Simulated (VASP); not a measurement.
# Cr3GeSe (P-42_1m) in VASP: further runs

Aim: see how the results for Cr3GeSe move with the level of theory and the settings. Levels: PBE, PBEsol+U. Tasks: single point.

Program: VASP 6.6.1. These are calculated values, not measurements. Logs are shortened: lines on timing, memory, paths and dates and some standing lists are left out, and cuts for length are marked.

### Step 1. The cell of the first run

The structure is tetragonal, space group P-42_1m (No. 113). Conventional cell: a = 5.898 Å, b = 5.898 Å, c = 4.403 Å, α = 90.00°, β = 90.00°, γ = 90.00°. Within 3.1 Å of Cr (site symmetry m) lie 2 Se at 2.14 Å and 3 Ge at 2.72 to 3.00 Å and 6 Cr at 2.86 to 3.05 Å. Within 3.0 Å of Cr (site symmetry -4) lie 2 Se at 2.20 Å and 4 Cr at 2.86 Å and 4 Ge at 2.96 Å. Ge (site symmetry 2mm) has 12 Cr at 2.72 to 3.66 Å and 8 Se at 3.56 to 3.81 Å within 3.9 Å. Se (site symmetry -4) has 6 Cr at 2.14 to 2.20 Å within 2.8 Å.

### Step 2. Single point, PBE

INCAR

```
ALGO = Normal
EDIFF = 1E-7
ENCUT = 520
GGA = PE
ISIF = 2
ISMEAR = 1
LASPH = T
LCHARG = T
LELF = T
LREAL = F
LVHAR = T
LWAVE = F
NBANDS = 67
NELM = 100
PREC = Accurate
SIGMA = 0.0201
```

KPOINTS

```
k-points
0
Gamma
  3 3 4
```

POSCAR

```
Cr3GeSe
1.0
    5.8983140000      0.0000000000      0.0000000000
    0.0000000000      5.8983140000      0.0000000000
    0.0000000000      0.0000000000      4.4026120000
Cr Ge Se
6 2 2
Direct
    0.2041000000      0.7041000000      0.0655000000
    0.7041000000      0.7959000000      0.9345000000
    0.7959000000      0.2959000000      0.0655000000
    0.2959000000      0.2041000000      0.9345000000
    0.0000000000      0.0000000000      0.5000000000
    0.5000000000      0.5000000000      0.5000000000
    0.0000000000      0.5000000000      0.5480000000
    0.5000000000      0.0000000000      0.4520000000
    0.0000000000      0.0000000000      0.0000000000
    0.5000000000      0.5000000000      0.0000000000
```

Potentials or basis: VASP PAW PBE potentials, release 64 (Cr_pv, Ge_d, Se).

The run is started by

```console
$ cat potpaw_PBE.64/Cr_pv/POTCAR potpaw_PBE.64/Ge_d/POTCAR potpaw_PBE.64/Se/POTCAR > POTCAR
$ mpirun -np 1 vasp_std > vasp.out
```

OUTCAR:

```text
EDIFF = 1E-7
   ENCUT = 520
   GGA = PE
   ISIF = 2
   ISMEAR = 1
   LASPH = T
   LREAL = F
   NELM = 100
   PREC = Accurate

 ion  position               nearest neighbor table
   1  0.204  0.704  0.066-   9 2.14  10 2.14   7 2.72   7 2.84   5 2.86   6 2.86   8 3.00   4 3.05
                             2 3.05   4 3.05   2 3.05
   2  0.704  0.796  0.934-   9 2.14  10 2.14   8 2.72   8 2.84   6 2.86   5 2.86   7 3.00   1 3.05
                             3 3.05   3 3.05   1 3.05
   3  0.796  0.296  0.066-   9 2.14  10 2.14   7 2.72   7 2.84   5 2.86   6 2.86   8 3.00   4 3.05
                             2 3.05   2 3.05   4 3.05
   4  0.296  0.204  0.934-   9 2.14  10 2.14   8 2.72   8 2.84   6 2.86   5 2.86   7 3.00   1 3.05
                             3 3.05   1 3.05   3 3.05
   5  0.000  0.000  0.500-   9 2.20   9 2.20   3 2.86   4 2.86   1 2.86   2 2.86   7 2.96   8 2.96
                             7 2.96   8 2.96
   6  0.500  0.500  0.500-  10 2.20  10 2.20   3 2.86   4 2.86   1 2.86   2 2.86   7 2.96   8 2.96
                             8 2.96   7 2.96
   7  0.000  0.500  0.548-   1 2.72   3 2.72   1 2.84   3 2.84   5 2.96   6 2.96   5 2.96   6 2.96
                             2 3.00   4 3.00
   8  0.500  0.000  0.452-   2 2.72   4 2.72   2 2.84   4 2.84   5 2.96   6 2.96   6 2.96   5 2.96
                             3 3.00   1 3.00
   9  0.000  0.000  0.000-   1 2.14   2 2.14   3 2.14   4 2.14   5 2.20   5 2.20
  10  0.500  0.500  0.000-   1 2.14   2 2.14   3 2.14   4 2.14   6 2.20   6 2.20

  LATTYP: Found a simple tetragonal cell.
 ALAT       =     5.8983140000
 C/A-ratio  =     0.7464187224

  Lattice vectors:

 A1 = (   5.8983140000,   0.0000000000,   0.0000000000)
 A2 = (   0.0000000000,   5.8983140000,   0.0000000000)
 A3 = (   0.0000000000,   0.0000000000,   4.4026120000)

Analysis of symmetry for initial positions (statically):
=====================================================================
 Subroutine PRICEL returns:
 Original cell was already a primitive cell.

 Routine SETGRP: Setting up the symmetry group for a
 simple tetragonal supercell.

 Subroutine GETGRP returns: Found  8 space group operations
 (whereof  4 operations were pure point group operations)
 out of a pool of 16 trial point group operations.

The static configuration has the point symmetry S_4 .
 The point group associated with its full space group is D_2d.

Analysis of symmetry for dynamics (positions and initial velocities):
=====================================================================
 Subroutine PRICEL returns:
 Original cell was already a primitive cell.

 Routine SETGRP: Setting up the symmetry group for a
 simple tetragonal supercell.

 Subroutine GETGRP returns: Found  8 space group operations
 (whereof  4 operations were pure point group operations)
 out of a pool of 16 trial point group operations.

The dynamic configuration has the point symmetry S_4 .
 The point group associated with its full space group is D_2d.

 Subroutine INISYM returns: Found  8 space group operations
 (whereof  4 operations are pure point group operations),
 and found     1 'primitive' translations

----------------------------------------------------------------------------------------

                                     Primitive cell

  volume of cell :     153.1673

  direct lattice vectors                    reciprocal lattice vectors
     5.898314000  0.000000000  0.000000000     0.169539974  0.000000000  0.000000000
     0.000000000  5.898314000  0.000000000     0.000000000  0.169539974  0.000000000
     0.000000000  0.000000000  4.402612000     0.000000000  0.000000000  0.227137890

  length of vectors
     5.898314000  5.898314000  4.402612000     0.169539974  0.169539974  0.227137890

  position of ions in fractional coordinates (direct lattice)
     0.204100000  0.704100000  0.065500000
     0.704100000  0.795900000  0.934500000
     0.795900000  0.295900000  0.065500000
     0.295900000  0.204100000  0.934500000
     0.000000000  0.000000000  0.500000000
     0.500000000  0.500000000  0.500000000
     0.000000000  0.500000000  0.548000000
     0.500000000  0.000000000  0.452000000
     0.000000000  0.000000000  0.000000000
     0.500000000  0.500000000  0.000000000

  ion indices of the primitive-cell ions
   primitive index   ion index
                 1           1
                 2           2
                 3           3
                 4           4
                 5           5
                 6           6
                 7           7
                 8           8
                 9           9
                10          10

----------------------------------------------------------------------------------------

 KPOINTS: k-points

Automatic generation of k-mesh.
 Grid dimensions read from file:
 generate k-points for:    3    3    4

 Generating k-lattice:

  Cartesian coordinates                     Fractional coordinates (reciprocal lattice)
     0.056513325  0.000000000  0.000000000     0.333333333  0.000000000  0.000000000
     0.000000000  0.056513325  0.000000000     0.000000000  0.333333333  0.000000000
     0.000000000  0.000000000  0.056784472     0.000000000  0.000000000  0.250000000

  Length of vectors
     0.056513325  0.056513325  0.056784472

  Shift w.r.t. Gamma in fractional coordinates (k-lattice)
     0.000000000  0.000000000  0.000000000

 Subroutine IBZKPT returns following result:
 ===========================================

 Found      9 irreducible k-points:

 Following reciprocal coordinates:
            Coordinates               Weight
  0.000000  0.000000  0.000000      1.000000
  0.333333  0.000000  0.000000      4.000000
  0.333333  0.333333  0.000000      4.000000
  0.000000  0.000000  0.250000      2.000000
  0.333333  0.000000  0.250000      8.000000
  0.333333  0.333333  0.250000      8.000000
  0.000000  0.000000  0.500000      1.000000
  0.333333  0.000000  0.500000      4.000000
  0.333333  0.333333  0.500000      4.000000
   k-points           NKPTS =      9   k-points in BZ     NKDIM =      9   number of bands    NBANDS=     67
   number of dos      NEDOS =    301   number of ions     NIONS =     10
   total plane-waves  NPLWV =  82944
   dimension x,y,z NGX =    48 NGY =   48 NGZ =   36
   dimension x,y,z NGXF=    96 NGYF=   96 NGZF=   72
   ions per type =               6   2   2
   NGX,Y,Z   is equivalent  to a cutoff of  13.53, 13.53, 13.59 a.u.
   NGXF,Y,Z  is equivalent  to a cutoff of  27.06, 27.06, 27.19 a.u.
 SYSTEM =  unknown system
   PREC   = accura    normal or accurate (medium, high low for compatibility)
   ISTART =      0    job   : 0-new  1-cont  2-samecut
   ICHARG =      2    charge: 1-file 2-atom 10-const
   ISPIN  =      1    spin polarized calculation?
   LNONCOLLINEAR =      F non collinear calculations
   LSORBIT =      F    spin-orbit coupling
   LASPH  =      T    aspherical Exc in radial PAW
   ENCUT  =  520.0 eV  38.22 Ry    6.18 a.u.  10.97 10.97  8.19*2*pi/ulx,y,z
   NELM   =    100;   NELMIN=  2; NELMDL= -5     # of ELM steps
   EDIFF  = 0.1E-06   stopping-criterion for ELM
   LREAL  =      F    real-space projection
   EDIFFG = 0.1E-05   stopping-criterion for IOM
   NSW    =      0    number of steps for IOM
   IBRION =     -1    ionic relax: 0-MD 1-quasi-New 2-CG
   NFREE  =      0    steps in history (QN), initial steepest desc. (CG)
   ISIF   =      2    stress and relaxation
   ISYM   =      2    0-nonsym 1-usesym 2-fastsym
   POTIM  = 0.5000    time-step for ionic-motion
   TEBEG  =    0.0;   TEEND  =   0.0 temperature during run
   PSTRESS=    0.0 pullay stress
   NELECT =     112.0000    total number of electrons
   NUPDOWN=      -1.0000    fix difference up-down
   EMIN   =  10.00;   EMAX   =-10.00  energy-range for DOS
   EFERMI =   0.00;   METHOD = LEGACY
   ISMEAR =     1;   SIGMA  =   0.02  broadening in eV -4-tet -1-fermi 0-gaus
   EFERMI_NEDOS =   21; number of points for ismear=-14 and -15
   IALGO  =     38    algorithm
   IMIX   =      4    mixing-type and parameters
     AMIX     =   0.40;   BMIX     =  1.00
     AMIX_MAG =   1.60;   BMIX_MAG =  1.00
  volume/ion in A,a.u.               =      15.32       103.36
  Fermi-wavevector in a.u.,A,eV,Ry     =   1.474887  2.787132 29.596644  2.175292
  Thomas-Fermi vector in A             =   2.589604
   LORBIT       =      0    0 simple, 1 ext, 2 COOP (PROOUT), +10 PAW based schemes
   GGA     = PE    functional components
   LHFCALC =     F    Hartree Fock is set to
   AEXX    =    0.0000 exact exchange contribution
   IVDW    =     0    specifies the selected vdW correction
   LEPSILON=     F    determine dielectric tensor
   LRPA    =     F    only Hartree local field effects (RPA)
 non-spin polarized calculation
 Methfessel and Paxton  Order N= 1 SIGMA  =   0.02
  energy-cutoff  :      520.00
  volume of cell :      153.17
 maximum number of plane-waves:      4165
 NGX is ok and might be reduce to    48
   NGX = 21   NGY = 21   NGZ = 17

 number of electron     112.0000018 magnetization

 Free energy of the ion-electron system (eV)
  ---------------------------------------------------
  ext. energy  EPLUGINS =         0.00000000
  ---------------------------------------------------
  free energy    TOTEN  =       -64.29499015 eV

  energy without entropy =      -64.29475809  energy(sigma->0) =      -64.29491279

 E-fermi :   8.1888     XC(G=0): -11.9140

 val. band max:        8.1858192211   @ k =   0.3333   0.3333   0.5000
 cond. band min:       8.1961845021   @ k =   0.3333   0.0000   0.2500
 fundamental gap:      0.0103652811
 Fermi energy:         8.1888259087

 k-point     1 :       0.0000    0.0000    0.0000
  band No.  band energies     occupation
      1     -34.9386      2.00000
      2     -34.8985      2.00000
      3     -34.8985      2.00000
      4     -34.8301      2.00000
      5     -34.7928      2.00000
      6     -34.7821      2.00000
[... 59 lines left out ...]
     66       9.6120      0.00000
     67       9.6120      0.00000
[... 558 lines left out ...]
     66       9.4674      0.00000
     67      10.0958      0.00000

------------------------ aborting loop because EDIFF is reached ----------------------------------------

  FORCE on cell =-STRESS in cart. coord.  units (eV):
  Direction    XX          YY          ZZ          XY          YZ          ZX
  --------------------------------------------------------------------------------------
  -------------------------------------------------------------------------------------
  Total        8.4935825      8.4935825      2.8686013      0.0000000      0.0000000      0.0000000
  in kB       88.8454728     88.8454728     30.0064473      0.0000000      0.0000000      0.0000000
  external PRESSURE =      69.2324643 kB  Pullay stress =       0.0000000 kB

 VOLUME and BASIS-vectors are now :
 -----------------------------------------------------------------------------
  energy-cutoff  :      520.00
  volume of cell :      153.17
      direct lattice vectors                 reciprocal lattice vectors
     5.898314000  0.000000000  0.000000000     0.169539974  0.000000000  0.000000000
     0.000000000  5.898314000  0.000000000     0.000000000  0.169539974  0.000000000
     0.000000000  0.000000000  4.402612000     0.000000000  0.000000000  0.227137890

 POSITION                                       TOTAL-FORCE (eV/Angst)
 -----------------------------------------------------------------------------------
      1.20385      4.15300      0.28837        -1.114572     -1.114572      1.374031
      4.15300      4.69447      4.11424        -1.114572      1.114572     -1.374031
      4.69447      1.74531      0.28837         1.114572      1.114572      1.374031
      1.74531      1.20385      4.11424         1.114572     -1.114572     -1.374031
      0.00000      0.00000      2.20131        -0.000000      0.000000      0.000000
      2.94916      2.94916      2.20131        -0.000000     -0.000000      0.000000
      0.00000      2.94916      2.41263        -0.000000      0.000000     -0.152806
      2.94916      0.00000      1.98998         0.000000      0.000000      0.152806
      0.00000      0.00000      0.00000        -0.000000      0.000000      0.000000
      2.94916      2.94916      0.00000        -0.000000      0.000000      0.000000
 -----------------------------------------------------------------------------------
    total drift:                                0.000000      0.000000     -0.000000

  FREE ENERGIE OF THE ION-ELECTRON SYSTEM (eV)
  ---------------------------------------------------
  free  energy   TOTEN  =       -64.2949901473 eV

  energy  without entropy=      -64.2947580872  energy(sigma->0) =      -64.29491279
```

Wall time 3.3 min (1 thread of Intel Xeon Platinum 8259CL at 2.50GHz (Skylake/Cascade Lake), shared host); peak memory 0.31 GiB.

What came out:

```yaml
Free_energy: -64.2950 eV
Pressure: 6.9 GPa
Largest_force: 2.091 eV/Å
Band_gap_on_the_k_mesh: zero (bands 56 and 57 overlap by 0.32 eV)
```

Forces on the atoms (eV/Å):
```
Cr  -1.115 -1.115  1.374
Cr  -1.115  1.115 -1.374
Cr   1.115  1.115  1.374
Cr   1.115 -1.115 -1.374
Cr   0.000  0.000  0.000
Cr   0.000  0.000  0.000
Ge   0.000  0.000 -0.153
Ge   0.000  0.000  0.153
Se   0.000  0.000  0.000
Se   0.000  0.000  0.000
```

Levels at points of the mesh, in eV from the Fermi level:
| k point | band 52 | band 53 | band 54 | band 55 | band 56 | band 57 | band 58 | band 59 | band 60 | band 61 |
| --- | --- | --- | --- | --- | --- | --- | --- | --- | --- | --- |
| (0.00, 0.00, 0.00) | -0.57 | -0.41 | -0.29 | -0.17 | -0.14 | -0.03 | -0.03 | 0.16 | 0.53 | 0.87 |
| (0.00, 0.00, 0.50) | -0.73 | -0.59 | -0.42 | -0.42 | -0.35 | -0.25 | -0.14 | 0.14 | 0.36 | 0.84 |

Caveat: the stress differs along the axes, from 3 to 9 GPa; the run has no spin polarisation, though such a crystal can be magnetic; forces of over 1 eV/Å act on the atoms, so gaps and moduli don't describe the material at rest.

### Step 3. Single point, PBE

INCAR

```
SYSTEM = Cr3GeSe
PREC = Accurate
ENCUT = 520
EDIFF = 1E-6
ISMEAR = 1
SIGMA = 0.0201
LREAL = .False.
LASPH = .True.
NELM = 60
ALGO = Normal
ISIF = 2
LWAVE = .False.
LCHARG = .False.
GGA = PE
NBANDS = 67
```

KPOINTS

```
Automatic mesh
0
Gamma
  3 3 4
  0 0 0
```

POSCAR is that of step 2.

Potentials or basis: VASP PAW PBE potentials, release 64 (Cr_pv, Ge_d, Se).

The run is started by

```console
$ cat potpaw_PBE.64/Cr_pv/POTCAR potpaw_PBE.64/Ge_d/POTCAR potpaw_PBE.64/Se/POTCAR > POTCAR
$ mpirun -np 1 vasp_std > vasp.out
```

It took 2.5 min on 1 thread of Intel Xeon Platinum 8259CL at 2.50GHz (Skylake/Cascade Lake), shared host; peak memory 0.31 GiB.

Results (log left out):

```yaml
Free_energy: -64.2950 eV
Pressure: 6.9 GPa
Largest_force: 2.091 eV/Å
Band_gap_on_the_k_mesh: zero (bands 56 and 57 overlap by 0.32 eV)
```

Forces in eV/Å, atoms in the order of the input:
```
Cr  -1.114 -1.114  1.374
Cr  -1.114  1.114 -1.374
Cr   1.114  1.114  1.374
Cr   1.114 -1.114 -1.374
Cr   0.000  0.000  0.000
Cr   0.000  0.000  0.000
Ge   0.000  0.000 -0.153
Ge   0.000  0.000  0.153
Se   0.000  0.000  0.000
Se   0.000  0.000  0.000
```

Stress tensor (GPa, compression positive):
```
8.88 0.00 0.00
0.00 8.88 0.00
0.00 0.00 3.00
```

Levels at points of the mesh, in eV from the Fermi level:
| k point | band 54 | band 55 | band 56 | band 57 | band 58 | band 59 |
| --- | --- | --- | --- | --- | --- | --- |
| (0.00, 0.00, 0.00) | -0.29 | -0.17 | -0.14 | -0.03 | -0.03 | 0.16 |
| (0.00, 0.00, 0.50) | -0.42 | -0.42 | -0.35 | -0.25 | -0.14 | 0.14 |

Caveat: the stress differs along the axes, from 3 to 9 GPa; the run has no spin polarisation, though such a crystal can be magnetic; forces of over 1 eV/Å act on the atoms, so gaps and moduli don't describe the material at rest.

(Part 1 of 2 ends here.)
